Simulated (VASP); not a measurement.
ReS2, 24 atoms in the cell. The cell holds a sheet with vacuum, 24 atoms: a = 6.295 Å, b = 6.398 Å, c = 23.000 Å, α = 90.00°, β = 90.00°, γ = 61.24°. 

```yaml
Program: VASP 6.6.1
Task: single point
Functional: LDA
Potentials_or_basis: VASP PAW LDA potentials, release 64 (Re, S)
Cutoff: 520 eV
k_mesh: 4 × 4 × 1
Occupations: gaussian, width 0.01 eV
Spin: no spin polarisation
Dipole_correction: no
Further_INCAR_settings: LREAL = Auto; ALGO = Normal; EDIFF = 1e-06; NBANDS = 94
```

Potentials or basis: VASP PAW LDA potentials, release 64 (Re, S).

The run is started by

```console
$ cat potpaw_LDA.64/Re/POTCAR potpaw_LDA.64/S/POTCAR > POTCAR
$ mpirun -np 1 vasp_std > vasp.out
```

Hardware: 1 thread of AMD EPYC 9755 128-Core Processor (shared host).

Estimate the wall time of this run.

Wall time 93 min on 1 thread of AMD EPYC 9755 128-Core Processor, on a shared host, peak memory 0.77 GiB. Counts: scf iterations 32, k points 10.
